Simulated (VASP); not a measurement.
Input of a VASP 6.6.1 run:

File POSCAR:

```
Li
1.0
    7.3128730000      0.0000000000      0.0000000000
    0.0000000000      7.3128730000      0.0000000000
    0.0000000000      0.0000000000      7.3128730000
Li
16
Direct
    0.0009708906      0.0112541268     -0.0116506878
    0.5105107117     -0.0196913033     -0.0149052226
   -0.0062219049      0.5082680911      0.0022152716
   -0.0041023548     -0.0043348216      0.5065724511
    0.2359401018      0.2556861031      0.2433653641
    0.5011299936      0.4910245262     -0.0108985894
    0.4937731039      0.0000273490      0.5036734536
    0.7508813568      0.2540861847      0.2479189779
   -0.0207989391      0.5043708540      0.5005556640
    0.2513786305      0.7477498926      0.2352427015
    0.2399877586      0.2394818015      0.7532060245
    0.5053417446      0.5033862888      0.5144079488
    0.7514556864      0.7704085658      0.2402612489
    0.7499788387      0.2484796331      0.7607270084
    0.2692512232      0.7491720422      0.7647473161
    0.7554486451      0.7429638119      0.7498694426
```

INCAR.step1

```
PREC = Accurate ; ENCUT = 520
ISMEAR = -1 ; SIGMA = 0.1
LREAL = Auto ; LASPH = True
NELM = 60 ; NBANDS = 38
GGA = PE ; ALGO = Normal
EDIFF = 1E-4 ; LWAVE = True
LCHARG = False
```

INCAR.step2

```
PREC = Accurate ; ENCUT = 520
EDIFF = 1E-7 ; ISMEAR = -1
SIGMA = 0.1 ; LREAL = Auto
LASPH = True ; NELM = 60
ALGO = Normal ; ISIF = 2
LWAVE = False ; LCHARG = False
METAGGA = R2SCAN ; LMIXTAU = True
NBANDS = 38 ; ISTART = 1
```

Contents of KPOINTS:

```
regular mesh
0
Gamma
  2 2 2
```

Potentials or basis: VASP PAW PBE potentials, release 64 (Li_sv).

The run is started by

```bash
$ cat potpaw_PBE.64/Li_sv/POTCAR > POTCAR
$ cp INCAR.step1 INCAR
$ mpirun -np 1 vasp_std > vasp.out
$ cp INCAR.step2 INCAR
$ mpirun -np 1 vasp_std > vasp.out
```

Estimate the band gap on the k mesh.

zero (bands 24 and 25 overlap by 0.88 eV).

Predict the largest force.

0.249 eV/Å.

Forces in eV/Å, atoms in the order of the input:
```
Li  -0.030 -0.147  0.077
Li  -0.063  0.214  0.070
Li  -0.002 -0.008 -0.093
Li   0.026 -0.017 -0.009
Li   0.097 -0.063  0.011
Li   0.060  0.011  0.064
Li   0.059  0.012  0.006
Li  -0.070 -0.070  0.027
Li   0.196 -0.014 -0.009
Li  -0.022  0.033  0.067
Li   0.067  0.152 -0.008
Li  -0.038  0.021 -0.099
Li  -0.024 -0.123  0.009
Li  -0.007 -0.024 -0.071
Li  -0.231 -0.019 -0.090
Li  -0.019  0.044  0.047
```

Caveat: the k points lie up to 0.43 Å⁻¹ apart, too coarse for converged energies and pressures of a metal; the PAW data sets were made with another functional, which shifts forces and pressure a little.
